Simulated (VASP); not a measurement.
A run of VASP 6.6.1 is set up as follows.

File INCAR:

```
PREC = Accurate
ENCUT = 520
EDIFF = 1E-7
ISMEAR = 0
SIGMA = 0.15
LREAL = False
LASPH = True
NELM = 80
ALGO = Fast
ISIF = 2
LWAVE = False
LCHARG = True
GGA = PS
LELF = True
LVHAR = True
NBANDS = 15
```

KPOINTS

```
regular mesh
0
Gamma
  18 18 12
```

File POSCAR:

```
Os
1.0
    2.8434639745      0.0000000000      0.0000000000
   -1.4217319873      2.4625120367      0.0000000000
    0.0000000000      0.0000000000      4.6652760000
Os
2
Direct
    0.3333333333      0.6666666667      0.2500000000
    0.6666666667      0.3333333333      0.7500000000
```

Potentials or basis: VASP PAW PBE potentials, release 64 (Os).

Command:

```sh
$ cat potpaw_PBE.64/Os/POTCAR > POTCAR
$ mpirun -np 1 vasp_std > vasp.out
```

(1) Estimate the band gap on the k mesh.

(2) What does it give for the pressure?

## Answers

(1) zero (bands 8 and 9 overlap by 3.07 eV).

(2) -47.7 GPa.

Caveat: the cell differs from its parent crystal (strain +0.040 along x and y, +0.080 along z); the stress differs along the axes, from -58 to -42 GPa; the PAW data sets were made with another functional, which shifts forces and pressure a little; spin-orbit coupling is left out, which moves the levels of the heavy elements.
